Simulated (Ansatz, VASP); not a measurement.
# AlSn: VASP beside Ansatz

The input INCAR:

```
PREC = Accurate ; ENCUT = 500
EDIFF = 1E-6 ; ISMEAR = -1
SIGMA = 0.05 ; LREAL = F
LASPH = T ; NELM = 120
ALGO = Normal ; ISIF = 2
LWAVE = F ; LCHARG = F
GGA = PS ; NBANDS = 16
GGA_COMPAT = F
```

File KPOINTS:

```
Automatic mesh
0
Gamma
  6 6 7
```

POSCAR

```
AlSn
1.0
    4.2400866719      0.0000000000      0.0000000000
   -2.1200433359      3.6720227720      0.0000000000
    0.0000000000      0.0000000000      3.3068470000
Sn Al
1 1
Direct
    0.3333333333      0.6666666667      0.5000000000
    0.0000000000      0.0000000000      0.0000000000
```

The input input.yaml:

```yaml
crystal:
  lattice:
    - [4.2400866719, 0.0, 0.0]
    - [-2.1200433359, 3.672022772, 0.0]
    - [0.0, 0.0, 3.306847]
  atoms:
    - { symbol: Sn, position: [0.3333333333, 0.6666666667, 0.5] }
    - { symbol: Al, position: [0.0, 0.0, 0.0] }
hamiltonian:
  xc: pbesol
  pseudopotentials: { kind: paw }
kpoints:
  mp_grid: { grid: [6, 6, 7] }
  band_path:
    path:
      - [[0.0, 0.0, 0.0], [0.5, 0.0, 0.0], [0.3333333333, 0.3333333333, 0.0], [0.0, 0.0, 0.0], [0.0, 0.0, 0.5], [0.5, 0.0, 0.5], [0.3333333333, 0.3333333333, 0.5], [0.0, 0.0, 0.5]]
      - [[0.5, 0.0, 0.5], [0.5, 0.0, 0.0]]
      - [[0.3333333333, 0.3333333333, 0.0], [0.3333333333, 0.3333333333, 0.5]]
    npoints: 14
scf:
  occupations: { method: fermi_dirac, width: 0.05 }
  n_extra_bands: 6
output:
  forces: true
  stress: true
  eigenvalues: true
  fatbands: true
```

Alike in both runs: functional PBEsol; k mesh 6 × 6 × 7; occupations fermi-dirac, width 0.05 eV; no spin polarisation.

```csv
,VASP,Ansatz
version,VASP 6.6.1,Ansatz 0.2.0
potentials or method,"VASP PAW PBE potentials, release 64 (Sn_d, Al)",Ansatz PAW
plane-wave cutoff (eV),500,420
valence electrons in the cell,17,17
task,single point,band structure
```

|  | VASP | Ansatz | Ansatz less VASP |
| --- | --- | --- | --- |
| gap on the k mesh at the Fermi level (eV) | none | none | - |
| pressure (GPa) | -3.1 | -3.1 | +0.05 |
| traceless stress, the component that is largest in VASP (GPa) | -2.42 | -2.43 | -0.006 |

VASP's potentials were made for PBE, not for PBEsol. A gap of «none» marks a metal or a gap that the smearing closes. With one functional, cell and mesh, what is left measures potentials, basis and numerics.
